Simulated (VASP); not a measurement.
# TiTe2 (P-3m1) in VASP: single point with r2SCAN

Aim: the single point of TiTe2 with r2SCAN.

All numbers are computed with VASP 6.6.1; they aren't measurements. Logs are shortened: lines on timing, memory, paths and dates and some standing lists are left out, and cuts for length are marked.

## (1) The cell of the first run

Symmetry: P-3m1, No. 164, trigonal system. Conventional cell: a = 3.801 Å, b = 3.801 Å, c = 6.899 Å, α = 90.00°, β = 90.00°, γ = 120.00°. Ti (site symmetry -3m) has 6 Te at 2.78 Å and 6 Ti at 3.80 Å within 3.9 Å. Te (site symmetry 3m) has 3 Ti at 2.78 Å and 12 Te at 3.80 to 4.13 Å within 4.2 Å.

## (2) Single point, r2SCAN

The input, POSCAR:

```
TiTe2
1.0
    3.8009631972      0.0000000000      0.0000000000
   -1.9004815986      3.2917306876      0.0000000000
    0.0000000000      0.0000000000      6.8993638801
Ti Te
1 2
Direct
    0.0000000000      0.0000000000      0.0000000000
    0.6666666667      0.3333333333      0.2461998594
    0.3333333333      0.6666666667      0.7538001406
```

The input, INCAR.step1:

```
PREC     = Accurate       # precision mode
ENCUT    = 520            # plane-wave cutoff, eV
ISMEAR   = 0              # smearing method
SIGMA    = 0.1            # smearing width, eV
LREAL    = F              # projectors in reciprocal space
LASPH    = T              # aspherical terms in the spheres
NELM     = 60             # most SCF steps
NBANDS   = 19             # bands
GGA      = PE             # functional
ALGO     = Normal         # electronic algorithm
EDIFF    = 1E-4           # SCF threshold, eV
LWAVE    = T              # write WAVECAR
LCHARG   = F              # write CHGCAR
```

The input, INCAR.step2:

```
PREC     = Accurate       # precision mode
ENCUT    = 520            # plane-wave cutoff, eV
EDIFF    = 1E-6           # SCF threshold, eV
ISMEAR   = 0              # smearing method
SIGMA    = 0.1            # smearing width, eV
LREAL    = F              # projectors in reciprocal space
LASPH    = T              # aspherical terms in the spheres
NELM     = 60             # most SCF steps
ALGO     = Normal         # electronic algorithm
ISIF     = 2              # what is computed and relaxed
LWAVE    = F              # write WAVECAR
LCHARG   = F              # write CHGCAR
METAGGA  = R2SCAN         # meta-GGA
LMIXTAU  = T            
NBANDS   = 19             # bands
ISTART   = 1
```

The input, KPOINTS:

```
Automatic mesh
0
Gamma
  15 15 8
```

Potentials or basis: VASP PAW PBE potentials, release 64 (Ti_sv, Te).

On the command line:

```bash
$ cat potpaw_PBE.64/Ti_sv/POTCAR potpaw_PBE.64/Te/POTCAR > POTCAR
$ cp INCAR.step1 INCAR
$ mpirun -np 1 vasp_std > vasp.out
$ cp INCAR.step2 INCAR
$ mpirun -np 1 vasp_std > vasp.out
```

OUTCAR:

```text
PREC = Accurate
   ENCUT = 520
   EDIFF = 1E-6
   ISMEAR = 0
   LREAL = F
   LASPH = T
   NELM = 60
   ISIF = 2
   METAGGA = R2SCAN
   ISTART = 1

 ion  position               nearest neighbor table
   1  0.000  0.000  0.000-   2 2.78   3 2.78   3 2.78   2 2.78   2 2.78   3 2.78
   2  0.667  0.333  0.246-   1 2.78   1 2.78   1 2.78
   3  0.333  0.667  0.754-   1 2.78   1 2.78   1 2.78

  LATTYP: Found a hexagonal cell.
 ALAT       =     3.8009631972
 C/A-ratio  =     1.8151619793

  Lattice vectors:

 A1 = (   3.8009631972,   0.0000000000,   0.0000000000)
 A2 = (  -1.9004815986,   3.2917306876,   0.0000000000)
 A3 = (   0.0000000000,   0.0000000000,   6.8993638801)

Analysis of symmetry for initial positions (statically):
=====================================================================
 Subroutine PRICEL returns:
 Original cell was already a primitive cell.

 Routine SETGRP: Setting up the symmetry group for a
 hexagonal supercell.

 Subroutine GETGRP returns: Found 12 space group operations
 (whereof 12 operations were pure point group operations)
 out of a pool of 24 trial point group operations.

The static configuration has the point symmetry D_3d.

Analysis of symmetry for dynamics (positions and initial velocities):
=====================================================================
 Subroutine PRICEL returns:
 Original cell was already a primitive cell.

 Routine SETGRP: Setting up the symmetry group for a
 hexagonal supercell.

 Subroutine GETGRP returns: Found 12 space group operations
 (whereof 12 operations were pure point group operations)
 out of a pool of 24 trial point group operations.

The dynamic configuration has the point symmetry D_3d.

 Subroutine INISYM returns: Found 12 space group operations
 (whereof 12 operations are pure point group operations),
 and found     1 'primitive' translations

----------------------------------------------------------------------------------------

                                     Primitive cell

  volume of cell :      86.3231

  direct lattice vectors                    reciprocal lattice vectors
     3.800963197  0.000000000  0.000000000     0.263091208  0.151895780  0.000000000
    -1.900481599  3.291730688  0.000000000     0.000000000  0.303791560  0.000000000
     0.000000000  0.000000000  6.899363880     0.000000000  0.000000000  0.144940899

  length of vectors
     3.800963197  3.800963197  6.899363880     0.303791560  0.303791560  0.144940899

  position of ions in fractional coordinates (direct lattice)
     0.000000000  0.000000000  0.000000000
     0.666666667  0.333333333  0.246199859
     0.333333333  0.666666667  0.753800141

  ion indices of the primitive-cell ions
   primitive index   ion index
                 1           1
                 2           2
                 3           3

----------------------------------------------------------------------------------------

 KPOINTS: Automatic mesh

Automatic generation of k-mesh.
 Grid dimensions read from file:
 generate k-points for:   15   15    8

 Generating k-lattice:

  Cartesian coordinates                     Fractional coordinates (reciprocal lattice)
     0.017539414  0.010126385  0.000000000     0.066666667  0.000000000  0.000000000
     0.000000000  0.020252771  0.000000000     0.000000000  0.066666667  0.000000000
     0.000000000  0.000000000  0.018117612     0.000000000  0.000000000  0.125000000

  Length of vectors
     0.020252771  0.020252771  0.018117612

  Shift w.r.t. Gamma in fractional coordinates (k-lattice)
     0.000000000  0.000000000  0.000000000

 Subroutine IBZKPT returns following result:
 ===========================================

 Found    192 irreducible k-points:

 Following reciprocal coordinates:
            Coordinates               Weight
  0.000000  0.000000  0.000000      1.000000
  0.066667  0.000000  0.000000      6.000000
  0.133333  0.000000  0.000000      6.000000
  0.200000  0.000000  0.000000      6.000000
  0.266667  0.000000  0.000000      6.000000
  0.333333  0.000000  0.000000      6.000000
[... 16 lines left out ...]
  0.333333  0.200000  0.000000     12.000000
  0.400000  0.200000  0.000000      6.000000
 [... further k-points ...]
   k-points           NKPTS =    192   k-points in BZ     NKDIM =    192   number of bands    NBANDS=     19
   number of dos      NEDOS =    301   number of ions     NIONS =      3
   total plane-waves  NPLWV =  42336
   dimension x,y,z NGX =    28 NGY =   28 NGZ =   54
   dimension x,y,z NGXF=    56 NGYF=   56 NGZF=  108
   ions per type =               1   2
   NGX,Y,Z   is equivalent  to a cutoff of  12.25, 12.25, 13.01 a.u.
   NGXF,Y,Z  is equivalent  to a cutoff of  24.49, 24.49, 26.02 a.u.
 SYSTEM =  unknown system
   PREC   = accura    normal or accurate (medium, high low for compatibility)
   ISTART =      1    job   : 0-new  1-cont  2-samecut
   ICHARG =      0    charge: 1-file 2-atom 10-const
   ISPIN  =      1    spin polarized calculation?
   LNONCOLLINEAR =      F non collinear calculations
   LSORBIT =      F    spin-orbit coupling
   LASPH  =      T    aspherical Exc in radial PAW
   ENCUT  =  520.0 eV  38.22 Ry    6.18 a.u.   7.07  7.07 12.83*2*pi/ulx,y,z
   NELM   =     60;   NELMIN=  2; NELMDL=  0     # of ELM steps
   EDIFF  = 0.1E-05   stopping-criterion for ELM
   LREAL  =      F    real-space projection
[... 7 lines left out ...]
   TEBEG  =    0.0;   TEEND  =   0.0 temperature during run
   PSTRESS=    0.0 pullay stress
   NELECT =      24.0000    total number of electrons
   NUPDOWN=      -1.0000    fix difference up-down
   EMIN   =  10.00;   EMAX   =-10.00  energy-range for DOS
   EFERMI =   0.00;   METHOD = LEGACY
   ISMEAR =     0;   SIGMA  =   0.10  broadening in eV -4-tet -1-fermi 0-gaus
   EFERMI_NEDOS =   21; number of points for ismear=-14 and -15
   IALGO  =     38    algorithm
   IMIX   =      4    mixing-type and parameters
     AMIX     =   0.40;   BMIX     =  1.00
     AMIX_MAG =   1.60;   BMIX_MAG =  1.00
  volume/ion in A,a.u.               =      28.77       194.18
  Fermi-wavevector in a.u.,A,eV,Ry     =   1.068488  2.019149 15.533312  1.141666
  Thomas-Fermi vector in A             =   2.204137
   LORBIT       =      0    0 simple, 1 ext, 2 COOP (PROOUT), +10 PAW based schemes
   METAGGA = R2SCAN    functional components
   LHFCALC =     F    Hartree Fock is set to
   AEXX    =    0.0000 exact exchange contribution
   IVDW    =     0    specifies the selected vdW correction
   LEPSILON=     F    determine dielectric tensor
   LRPA    =     F    only Hartree local field effects (RPA)
 non-spin polarized calculation
 Gauss-broadening in eV      SIGMA  =   0.10
  energy-cutoff  :      520.00
  volume of cell :       86.32
 maximum number of plane-waves:      2358
   NGX = 15   NGY = 15   NGZ = 25

 number of electron      23.9999998 magnetization

 Free energy of the ion-electron system (eV)
  ---------------------------------------------------
  ext. energy  EPLUGINS =         0.00000000
  ---------------------------------------------------
  free energy    TOTEN  =       -66.29292411 eV

  energy without entropy =      -66.28731952  energy(sigma->0) =      -66.29012182

 E-fermi :   5.9641     XC(G=0):  -9.9130

 val. band max:        5.9598206556   @ k =   0.0000   0.0667   0.1250
 cond. band min:       5.9712533210   @ k =   0.0000   0.4000   0.3750
 fundamental gap:      0.0114326655
 Fermi energy:         5.9640714250

 k-point     1 :       0.0000    0.0000    0.0000
  band No.  band energies     occupation
      1     -54.1655      2.00000
      2     -29.3700      2.00000
      3     -29.3699      2.00000
      4     -29.3297      2.00000
      5      -6.7861      2.00000
      6      -5.5164      2.00000
[... 11 lines left out ...]
     18      11.6489      0.00000
     19      12.0967      0.00000

 k-point     2 :       0.0667    0.0000    0.0000
  band No.  band energies     occupation
      1     -54.1654      2.00000
      2     -29.3717      2.00000
      3     -29.3703      2.00000
      4     -29.3292      2.00000
      5      -6.7358      2.00000
      6      -5.4884      2.00000
[... 11 lines left out ...]
     18      12.0108      0.00000
     19      12.3087      0.00000

 k-point     3 :       0.1333    0.0000    0.0000
  band No.  band energies     occupation
      1     -54.1650      2.00000
      2     -29.3766      2.00000
      3     -29.3715      2.00000
      4     -29.3281      2.00000
      5      -6.5878      2.00000
      6      -5.4080      2.00000
[... 11 lines left out ...]
     18      12.5067      0.00000
     19      12.7299      0.00000

 k-point     4 :       0.2000    0.0000    0.0000
  band No.  band energies     occupation
      1     -54.1645      2.00000
      2     -29.3839      2.00000
      3     -29.3731      2.00000
      4     -29.3263      2.00000
      5      -6.3517      2.00000
      6      -5.2853      2.00000
[... 11 lines left out ...]
     18      12.3678      0.00000
     19      12.9625      0.00000

 k-point     5 :       0.2667    0.0000    0.0000
  band No.  band energies     occupation
      1     -54.1639      2.00000
      2     -29.3922      2.00000
      3     -29.3750      2.00000
      4     -29.3243      2.00000
      5      -6.0455      2.00000
      6      -5.1399      2.00000
[... 11 lines left out ...]
     18      11.9445      0.00000
     19      12.7453      0.00000
[... 334 lines left out ...]
      2     -29.3984      2.00000
      3     -29.3810      2.00000
      4     -29.3219      2.00000
      5      -5.6253      2.00000
      6      -4.9600      2.00000
[... 11 lines left out ...]
     18      11.7997      0.00000
     19      13.1773      0.00000

 k-point    22 :       0.2667    0.2000    0.0000
  band No.  band energies     occupation
      1     -54.1628      2.00000
      2     -29.4021      2.00000
      3     -29.3845      2.00000
      4     -29.3205      2.00000
      5      -5.3207      2.00000
      6      -4.8605      2.00000
[... 11 lines left out ...]
     18      11.2408      0.00000
     19      13.2982      0.00000

 k-point    23 :       0.3333    0.2000    0.0000
  band No.  band energies     occupation
      1     -54.1625      2.00000
      2     -29.4045      2.00000
      3     -29.3870      2.00000
      4     -29.3196      2.00000
      5      -5.0615      2.00000
      6      -4.8185      2.00000
[... 11 lines left out ...]
     18      10.9338      0.00000
     19      13.5147      0.00000

 k-point    24 :       0.4000    0.2000    0.0000
  band No.  band energies     occupation
      1     -54.1624      2.00000
      2     -29.4053      2.00000
      3     -29.3879      2.00000
      4     -29.3193      2.00000
      5      -4.9252      2.00000
      6      -4.8418      2.00000
[... 11 lines left out ...]
     18      10.8431      0.00000
     19      13.5830      0.00000

 [... further k-points ...]
[... 5 lines left out ...]
  --------------------------------------------------------------------------------------
  -------------------------------------------------------------------------------------
  Total        0.0671333      0.0671333      0.0575365      0.0000000     -0.0000000      0.0000000
  in kB        1.2460095      1.2460095      1.0678916      0.0000000     -0.0000000      0.0000000
  external PRESSURE =       1.1866369 kB  Pullay stress =       0.0000000 kB

 VOLUME and BASIS-vectors are now :
 -----------------------------------------------------------------------------
  energy-cutoff  :      520.00
  volume of cell :       86.32
      direct lattice vectors                 reciprocal lattice vectors
     3.800963197  0.000000000  0.000000000     0.263091208  0.151895780  0.000000000
    -1.900481599  3.291730688  0.000000000     0.000000000  0.303791560  0.000000000
     0.000000000  0.000000000  6.899363880     0.000000000  0.000000000  0.144940899

 POSITION                                       TOTAL-FORCE (eV/Angst)
 -----------------------------------------------------------------------------------
      0.00000      0.00000      0.00000         0.000000      0.000000      0.000000
      1.90048      1.09724      1.69862         0.000000      0.000000      0.017775
     -0.00000      2.19449      5.20074        -0.000000      0.000000     -0.017775
 -----------------------------------------------------------------------------------
    total drift:                                0.000000      0.000000      0.000000

  FREE ENERGIE OF THE ION-ELECTRON SYSTEM (eV)
  ---------------------------------------------------
  free  energy   TOTEN  =       -66.2929241104 eV

  energy  without entropy=      -66.2873195218  energy(sigma->0) =      -66.29012182
```

Run time: 11 min. Hardware: 1 thread of Intel Xeon Platinum 8488C (Sapphire Rapids), shared host; peak memory 0.44 GiB.

Results:

```yaml
Free_energy: -66.2929 eV
Pressure: 0.1 GPa
Largest_force: 0.018 eV/Å
Band_gap_on_the_k_mesh: zero (bands 12 and 13 overlap by 0.52 eV)
```

Forces on the atoms (eV/Å):
```
Ti   0.000  0.000  0.000
Te   0.000  0.000  0.018
Te   0.000  0.000 -0.018
```

Caveat: the PAW data sets were made with another functional, which shifts forces and pressure a little; spin-orbit coupling is left out, which moves the levels of the heavy elements.
